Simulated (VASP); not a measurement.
Set up this calculation in VASP 6.6.1, as the native input.

* Task: single point
* Functional: PBE
* Potentials or basis: VASP PAW PBE potentials, release 64 (Zn, Pd, C, N)
* Cutoff: 520 eV
* k mesh: 4 × 4 × 6
* Occupations: gaussian, width 0.1 eV
* Spin: no spin polarisation
* Dipole correction: no
* Further INCAR settings: ALGO = Normal; EDIFF = 1e-06; NBANDS = 40

The structure of ZnPdC4N4 lies in POSCAR:

```
ZnPdC4N4
1.0
    7.2344094800      0.0000000000      0.0000000000
    0.0000000000      7.2344094800      0.0000000000
    0.0000000000      0.0000000000      3.6896310100
Zn Pd C N
1 1 4 4
Direct
    0.5000000000      0.5000000000      0.0000000000
    0.0000000000      0.0000000000      0.0000000000
    0.1894243000      0.8105757000      0.0000000000
    0.8105757000      0.1894243000      0.0000000000
    0.1894243000      0.1894243000      0.0000000000
    0.8105757000      0.8105757000      0.0000000000
    0.3037826200      0.6962173800      0.0000000000
    0.6962173800      0.3037826200      0.0000000000
    0.3037826200      0.3037826200      0.0000000000
    0.6962173800      0.6962173800      0.0000000000
```

These files were run (other wordings do the same):

INCAR

```
SYSTEM = ZnPdC4N4
PREC     = Accurate       ! precision mode
ENCUT    = 520            ! plane-wave cutoff, eV
EDIFF    = 1E-6           ! SCF threshold, eV
ISMEAR   = 0              ! smearing method
SIGMA    = 0.1            ! smearing width, eV
LREAL    = .FALSE.        ! projectors in reciprocal space
LASPH    = .TRUE.         ! aspherical terms in the spheres
NELM     = 60             ! most SCF steps
ALGO     = Normal         ! electronic algorithm
ISIF     = 2              ! what is computed and relaxed
LWAVE    = .FALSE.        ! write WAVECAR
LCHARG   = .FALSE.        ! write CHGCAR
GGA      = PE             ! functional
NBANDS   = 40             ! bands
```

KPOINTS

```
regular mesh
0
G
  4 4 6
  0 0 0
```

Potentials or basis: VASP PAW PBE potentials, release 64 (Zn, Pd, C, N).

The run is started by

```bash
$ cat potpaw_PBE.64/Zn/POTCAR potpaw_PBE.64/Pd/POTCAR potpaw_PBE.64/C/POTCAR potpaw_PBE.64/N/POTCAR > POTCAR
$ mpirun -np 1 vasp_std > vasp.out
```

Results of the run:

The pressure is 2.3 GPa and the largest force is 1.050 eV/Å. The band gap on the k mesh is 1.80 eV (least direct gap 1.94 eV).

Caveat: forces of over 1 eV/Å act on the atoms, so gaps and moduli don't describe the material at rest.

Run time: 4.4 min on 1 thread of Intel(R) Xeon(R) Platinum 8259CL CPU @ 2.50GHz (Skylake/Cascade Lake), with other jobs on the host, peak memory 0.39 GiB.
